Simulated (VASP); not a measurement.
**Te: relaxation of shape and atoms at fixed volume with PBEsol**

Te:

```
Te
1.0
     3.59454    0.00000    0.00000
    -1.79727    3.11296    0.00000
     0.00000    0.00000    4.00608
Te
2
Direct
  0.33333 0.66667 0.25000
  0.66667 0.33333 0.75000
```

* Program: VASP 6.6.1
* Task: relaxation of shape and atoms at fixed volume
* Functional: PBEsol
* Potentials or basis: VASP PAW PBE potentials, release 64 (Te)
* Cutoff: 600 eV
* k mesh: 14 × 14 × 8
* Occupations: fermi-dirac, width 0.08 eV
* Spin: no spin polarisation
* Dipole correction: no
* Further INCAR settings: ALGO = Normal; EDIFF = 1e-06; IBRION = 2; EDIFFG = -0.005; NSW = 50; ISIF = 4

```yaml
Energy_gained_by_relaxing: 175.2 meV/atom
Ionic_steps: 7
Pressure_after_relaxing: 19.5 GPa
Band_gap_on_the_k_mesh: zero (band 6 reaches 14.57 eV, above the bottom of band 7 at 9.14 eV)
```

Step by step:
```tsv
step	energy change (eV)	largest force (eV/Å)	pressure (GPa)	volume (Å³)
1	0.0000	0.0000	30.40	44.83
2	-0.2721	0.0000	24.14	44.83
3	-0.3370	0.0000	21.15	44.83
4	-0.3082	0.0000	18.01	44.83
5	-0.3500	0.0000	19.76	44.83
6	-0.3503	0.0000	19.50	44.83
7	-0.3503	0.0000	19.53	44.83
```

Final structure:
```yaml
crystal:
  lattice:
    - [3.31582, 0.00000, 0.00000]
    - [-1.65791, 2.87159, 0.00000]
    - [0.00000, 0.00000, 4.70787]
  atoms:
    - { symbol: Te, position: [0.33333, 0.66667, 0.25000] }
    - { symbol: Te, position: [0.66667, 0.33333, 0.75000] }
```

Levels at points of the mesh, in eV from the Fermi level:
| k point | band 4 | band 5 | band 6 | band 7 | band 8 | band 9 |
| --- | --- | --- | --- | --- | --- | --- |
| (0.00, 0.00, 0.00) | 0.68 | 0.68 | 3.16 | 3.16 | 5.34 | 5.89 |
| (0.50, 0.00, 0.00) | -4.25 | -3.68 | -2.38 | -1.66 | 2.69 | 2.71 |
| (0.00, 0.00, 0.50) | -0.59 | 1.92 | 1.92 | 1.92 | 1.92 | 6.91 |
| (0.50, 0.00, 0.50) | -7.54 | -0.58 | -0.58 | 1.17 | 1.17 | 5.35 |

Run time: 84 s on 1 thread of AMD EPYC 9R45 96-Core Processor (Zen 5) (shared host), peak memory 0.19 GiB.

Caveat: the PAW data sets were made with another functional, which shifts forces and pressure a little; spin-orbit coupling is left out, which moves the levels of the heavy elements.
